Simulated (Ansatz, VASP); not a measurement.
Two plane-wave programs on Ag

```xyz
1
Lattice="-1.6557 1.6557 1.5894 1.6557 -1.6557 1.5894 1.6557 1.6557 -1.5894" Properties=species:S:1:pos:R:3 pbc="T T T"
Ag    0.0000    0.0000    0.0000
```

Change from the starting cell: strain +0.000 along x and y, -0.040 along z, atoms carried along.

Alike in both runs: task single point; functional PBEsol; k mesh 20 × 20 × 20; occupations gaussian, width 0.15 eV; no spin polarisation.

|  | VASP | Ansatz |
| --- | --- | --- |
| version | VASP 6.6.1 | Ansatz 0.2.0 |
| potentials or method | VASP PAW PBE potentials, release 64 (Ag), cutoff 520 eV | scalar-relativistic, plane waves, PAW |
| valence electrons in the cell | 11 | 19 |

VASP gave:

* gap on the k mesh at the Fermi level (eV): none
* pressure (GPa): -4.1
* traceless stress, the component that is largest in VASP (GPa): -0.60

Problem. Estimate Ansatz's values.

Solution. gap on the k mesh at the Fermi level (eV): none; pressure (GPa): -3.9; traceless stress, the component that is largest in VASP (GPa): -0.60.

VASP's potentials were made for PBE, not for PBEsol. A gap of «none» marks a metal or a gap that the smearing closes. VASP's potentials hold 11 valence electrons a cell and Ansatz's 19, so a difference there can come from the potentials and not from the codes.
